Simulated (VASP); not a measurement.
Set up this calculation in VASP 6.6.1, as the native input.

```
Task                   : single point
Functional             : r2SCAN
Potentials or basis    : VASP PAW PBE potentials, release 64 (H)
Cutoff                 : 520 eV
k mesh                 : 2 × 2 × 2
Occupations            : gaussian, width 0.02 eV
Spin                   : no spin polarisation
Dipole correction      : no
Further INCAR settings : ALGO = Normal; EDIFF = 1e-06; NBANDS = 10
```

H:

```xyz
4
Lattice="2.6235 -2.5669 0.0000 2.6235 2.5669 0.0000 0.0000 0.0000 4.1418" Properties=species:S:1:pos:R:3 pbc="T T T"
H     2.6235   -2.3271    0.2838
H     2.6235    0.2398    1.7872
H     2.6235   -0.2398    2.3547
H     2.6235    2.3271    3.8581
```

One way to write it, as run:

POSCAR

```
H
1.0
    2.6234813799     -2.5669048168      0.0000000000
    2.6234813799      2.5669048168      0.0000000000
    0.0000000000      0.0000000000      4.1418180000
H
4
Direct
    0.9532956300      0.0467043700      0.0685088900
    0.4532956300      0.5467043700      0.4314911100
    0.5467043700      0.4532956300      0.5685088900
    0.0467043700      0.9532956300      0.9314911100
```

INCAR.step1

```
SYSTEM = H
ALGO = Normal
EDIFF = 1E-4
ENCUT = 520
GGA = PE
ISMEAR = 0
LASPH = .True.
LCHARG = .False.
LREAL = .False.
LWAVE = .True.
NBANDS = 10
NELM = 60
PREC = Accurate
SIGMA = 0.02
```

INCAR.step2

```
SYSTEM = H
ALGO = Normal
EDIFF = 1E-6
ENCUT = 520
ISIF = 2
ISMEAR = 0
ISTART = 1
LASPH = .True.
LCHARG = .False.
LMIXTAU = .True.
LREAL = .False.
LWAVE = .False.
METAGGA = R2SCAN
NBANDS = 10
NELM = 60
PREC = Accurate
SIGMA = 0.02
```

KPOINTS

```
k-points
0
Gamma
  2 2 2
  0 0 0
```

Potentials or basis: VASP PAW PBE potentials, release 64 (H).

The run is started by

```bash
$ cat potpaw_PBE.64/H/POTCAR > POTCAR
$ cp INCAR.step1 INCAR
$ mpirun -np 1 vasp_std > vasp.out
$ cp INCAR.step2 INCAR
$ mpirun -np 1 vasp_std > vasp.out
```

It gave:

| Property | Result |
| --- | --- |
| Pressure | -0.1 GPa |
| Largest force | 0.041 eV/Å |
| Band gap on the k mesh | 10.10 eV, indirect (least direct gap 10.71 eV) |

Caveat: the k points lie up to 0.86 Å⁻¹ apart; the PAW data sets were made with another functional, which shifts forces and pressure a little.

Run time: 16 s on 1 thread of Intel(R) Xeon(R) Platinum 8559C (Emerald Rapids) (shared host), peak memory 0.15 GiB.
